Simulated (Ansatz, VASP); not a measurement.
**TiO2: VASP beside Ansatz**

```
CELL_PARAMETERS angstrom
4.56317 0.00000 0.00000
0.00000 4.56317 0.00000
0.00000 0.00000 2.93914
ATOMIC_POSITIONS crystal
Ti 0.00000 0.00000 0.00000
Ti 0.50000 0.50000 0.50000
O 0.30428 0.30428 0.00000
O 0.19572 0.80428 0.50000
O 0.69572 0.69572 0.00000
O 0.80428 0.19572 0.50000
```

Change from the starting cell: volume scaled by 0.98, ions relaxed.

Alike in both runs: task relaxation of the atoms; functional PBE; k mesh 7 × 7 × 10; occupations fermi-dirac, width 0.02 eV; no spin polarisation.

|  | VASP | Ansatz |
| --- | --- | --- |
| version | VASP 6.6.1 | Ansatz 0.2.0 |
| potentials or method | VASP PAW PBE potentials, release 64 (Ti_sv, O) | plane-wave PAW, scalar-relativistic |
| plane-wave cutoff (eV) | 520 | 420 |
| valence electrons in the cell | 48 | 48 |

Ansatz gave:

- gap on the k mesh at the Fermi level, each at its own relaxed structure (eV): 1.89

Problem. What did VASP give for the same quantities?

Solution. gap on the k mesh at the Fermi level, each at its own relaxed structure (eV): 1.85.

Ansatz's warnings: stress scf threshold loose.
